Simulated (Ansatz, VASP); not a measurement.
# LiF in VASP and in Ansatz

```
Li F
1.0
     0.00000    2.07368    2.07368
     2.07368    0.00000    2.07368
     2.07368    2.07368    0.00000
Li F
1 1
Direct
  0.00000 0.00000 0.00000
  0.50000 0.50000 0.50000
```

Alike in both runs: task single point; functional PBE; k mesh 10 × 10 × 10; occupations gaussian, width 0.02 eV; no spin polarisation.

|  | VASP | Ansatz |
| --- | --- | --- |
| version | VASP 6.6.1 | Ansatz 0.2.0 |
| potentials or method | VASP PAW PBE potentials, release 64 (Li_sv, F), cutoff 750 eV | scalar-relativistic, plane waves, PAW |
| valence electrons in the cell | 10 | 10 |

Ansatz gave:

- gap on the k mesh at the Fermi level (eV): 8.35
- least direct gap on the mesh (eV): 8.35
- pressure (GPa): -3.5

Task: What did VASP give for the same quantities?

Result: gap on the k mesh at the Fermi level (eV): 8.34; least direct gap on the mesh (eV): 8.34; pressure (GPa): -4.1.
